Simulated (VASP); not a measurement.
Set up this calculation in VASP 6.6.1, as the native input.

```yaml
Task: single point
Functional: PBE
Potentials_or_basis: VASP PAW PBE potentials, release 64 (Mg, S)
Cutoff: 520 eV
k_mesh: 8 × 8 × 8
Occupations: gaussian, width 0.05 eV
Spin: no spin polarisation
Dipole_correction: no
Further_INCAR_settings: ALGO = Normal; EDIFF = 1e-06; NBANDS = 11
```

The structure of MgS lies in POSCAR:

```
MgS
1.0
   -0.1243830882      2.5409688015      2.5409688015
    2.5409688015     -0.1243830882      2.5409688015
    2.5409688015      2.5409688015     -0.1243830882
Mg S
1 1
Direct
    0.0000000000      0.0000000000      0.0000000000
    0.5000000000      0.5000000000      0.5000000000
```

This cell differs from its parent crystal: ratio of the length along [111] to the lengths across it x 0.93, volume and fractional coordinates fixed.

One way to write it, as run:

INCAR

```
SYSTEM = MgS
ALGO = Normal
EDIFF = 1E-6
ENCUT = 520
GGA = PE
ISIF = 2
ISMEAR = 0
LASPH = .TRUE.
LCHARG = .TRUE.
LELF = .TRUE.
LREAL = .FALSE.
LVHAR = .TRUE.
LWAVE = .FALSE.
NBANDS = 11
NELM = 60
PREC = Accurate
SIGMA = 0.05
```

KPOINTS

```
k-points
0
G
  8 8 8
  0 0 0
```

Potentials or basis: VASP PAW PBE potentials, release 64 (Mg, S).

Command:

```bash
$ cat potpaw_PBE.64/Mg/POTCAR potpaw_PBE.64/S/POTCAR > POTCAR
$ mpirun -np 1 vasp_std > vasp.out
```

Results of the run:

| Property | Result |
| --- | --- |
| Pressure | 0.9 GPa |
| Band gap on the k mesh | 2.29 eV, indirect (least direct gap 3.20 eV) |

It used 16 s of CPU time on 1 thread of Intel Xeon 6975P-C (shared host).
